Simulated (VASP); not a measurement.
# SiO2: single point with r2SCAN

The system is SiO2.

```xyz
3
Lattice="0.0000 2.2189 2.2189 2.2189 0.0000 2.2189 2.2189 2.2189 0.0000" Properties=species:S:1:pos:R:3 pbc="T T T"
Si    0.0000    0.0000    0.0000
O     1.1094    1.1094    1.1094
O     3.3283    3.3283    3.3283
```

This cell differs from its parent crystal: strain -2.0%.

- Program: VASP 6.6.1
- Task: single point
- Functional: r2SCAN
- Potentials or basis: VASP PAW PBE potentials, release 64 (Si, O)
- Cutoff: 520 eV
- k mesh: 10 × 10 × 10
- Occupations: gaussian, width 0.01 eV
- Spin: no spin polarisation
- Dipole correction: no
- Further INCAR settings: ALGO = Normal; EDIFF = 1e-06; NBANDS = 15

* Pressure: 21.8 GPa
* Band gap on the k mesh: 2.75 eV

Levels at points of the mesh, in eV from the valence-band top:
| k point | band 5 | band 6 | band 7 | band 8 | band 9 | band 10 | band 11 | band 12 |
| --- | --- | --- | --- | --- | --- | --- | --- | --- |
| (0.00, 0.00, 0.00) | -6.54 | -2.51 | -2.51 | -2.51 | 3.83 | 6.84 | 6.84 | 6.84 |
| (0.50, 0.00, 0.00) | -5.80 | -5.52 | -5.07 | -5.07 | 7.58 | 10.97 | 11.65 | 11.65 |
| (0.50, 0.50, 0.00) | -8.99 | -1.14 | -1.14 | 0.00 | 2.75 | 9.91 | 12.63 | 14.77 |

Wall time 60 s on 1 thread of Intel Xeon 8259CL, with other jobs on the host, peak memory 0.14 GiB.

Caveat: the cell differs from its parent crystal (strain -2.0%); the cell stands under pressure; the PAW data sets were made with another functional, which shifts forces and pressure a little. A k mesh can miss the band edges.
